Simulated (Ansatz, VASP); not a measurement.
One calculation of RbBr, two programs

Contents of INCAR:

```
SYSTEM = RbBr
PREC     = Accurate       ! precision mode
ENCUT    = 520            ! plane-wave cutoff, eV
EDIFF    = 1E-6           ! SCF threshold, eV
ISMEAR   = 0              ! smearing method
SIGMA    = 0.05           ! smearing width, eV
LREAL    = .False.        ! projectors in reciprocal space
LASPH    = .True.         ! aspherical terms in the spheres
NELM     = 60             ! most SCF steps
ALGO     = Normal         ! electronic algorithm
ISIF     = 2              ! what is computed and relaxed
LWAVE    = .False.        ! write WAVECAR
LCHARG   = .False.        ! write CHGCAR
GGA      = PE             ! functional
NBANDS   = 15             ! bands
```

KPOINTS

```
Automatic mesh
0
Gamma
  6 6 6
  0 0 0
```

POSCAR

```
RbBr
1.0
    4.1371365051      0.0000000000      0.0000000000
    0.0000000000      4.1371365051      0.0000000000
    0.0000000000      0.0000000000      4.1929021031
Rb Br
1 1
Direct
   -0.0231445439      0.0000000000      0.0000000000
    0.5247561230      0.5000000000      0.5000000000
```

Input for Ansatz:

```yaml
crystal:
  lattice:
    - [4.1371365051, 0.0, 0.0]
    - [0.0, 4.1371365051, 0.0]
    - [0.0, 0.0, 4.1929021031]
  atoms:
    - { symbol: Rb, position: [-0.0231445439, 0.0, 0.0] }
    - { symbol: Br, position: [0.524756123, 0.5, 0.5] }
basis:
  ecutwfc: 420
kpoints:
  mp_grid: { grid: [6, 6, 6] }
hamiltonian:
  xc: pbe
  pseudopotentials: { kind: paw }
scf:
  occupations: { method: gaussian, width: 0.05 }
output:
  forces: true
  stress: true
  eigenvalues: true
```

Change from the starting cell: mode 4 frozen in at -0.104 Å, equal normal strain along x and y -0.0133.

Alike in both runs: task single point; functional PBE; k mesh 6 × 6 × 6; occupations gaussian, width 0.05 eV; no spin polarisation.

|  | VASP | Ansatz |
| --- | --- | --- |
| version | VASP 6.6.1 | Ansatz 0.2.0 |
| potentials or method | VASP PAW PBE potentials, release 64 (Rb_sv, Br), cutoff 520 eV | scalar-relativistic, plane waves, PAW |
| valence electrons in the cell | 16 | 16 |

|  | VASP | Ansatz | Ansatz less VASP |
| --- | --- | --- | --- |
| gap on the k mesh at the Fermi level (eV) | 4.00 | 4.00 | +0.002 |
| least direct gap on the mesh (eV) | 4.15 | 4.15 | +0.001 |
| pressure (GPa) | 0.6 | 0.6 | -0.03 |
| traceless stress, the component that is largest in VASP (GPa) | -0.23 | -0.23 | 0.000 |
| rms of the force components (eV/Å) | 0.083 | 0.082 | -0.0010 |

Atom by atom the forces differ by 0.001 eV/Å (rms over components).
